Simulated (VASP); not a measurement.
MnS:

```xyz
2
Lattice="0.0000 2.4735 2.4735 2.4735 0.0000 2.4735 2.4735 2.4735 0.0000" Properties=species:S:1:pos:R:3 pbc="T T T"
Mn    0.0000    0.0000    0.0000
S     3.7102    3.7102    3.7102
```

| Property | Result |
| --- | --- |
| Program | VASP 6.6.1 |
| Task | relaxation of cell and atoms |
| Functional | PBEsol |
| Potentials or basis | VASP PAW PBE potentials, release 64 (Mn_pv, S) |
| Cutoff | 600 eV |
| k mesh | 9 × 9 × 9 |
| Occupations | fermi-dirac, width 0.05 eV |
| Spin | collinear spin, ferromagnetic start |
| Starting moments | [4.0, 0.0] μB |

At the start: pressure -2.7 GPa; volume 15.13 Å³/atom.

Task: Where does the relaxation end?

Result: Over 3 steps the energy falls by 2.6 meV/atom and the volume is 14.84 Å³/atom (-1.9 %); space group F-43m (No. 216, to 0.05 Å); moment 0.21 μB per cell.

The path:
```tsv
step	energy change (eV)	largest force (eV/Å)	pressure (GPa)	volume (Å³)
1	0.0000	0.0000	-2.75	30.27
2	-0.0005	0.0000	2.85	29.14
3	-0.0052	0.0000	0.01	29.68
```

Final structure:
```
CELL_PARAMETERS angstrom
0.00000 2.45743 2.45743
2.45743 0.00000 2.45743
2.45743 2.45743 0.00000
ATOMIC_POSITIONS crystal
Mn 0.00000 0.00000 0.00000
S 0.75000 0.75000 0.75000
```

Caveat: the PAW data sets were made with another functional, which shifts forces and pressure a little; the moment fell far below its start of 4 μB, so a state of higher moment may lie lower in energy.
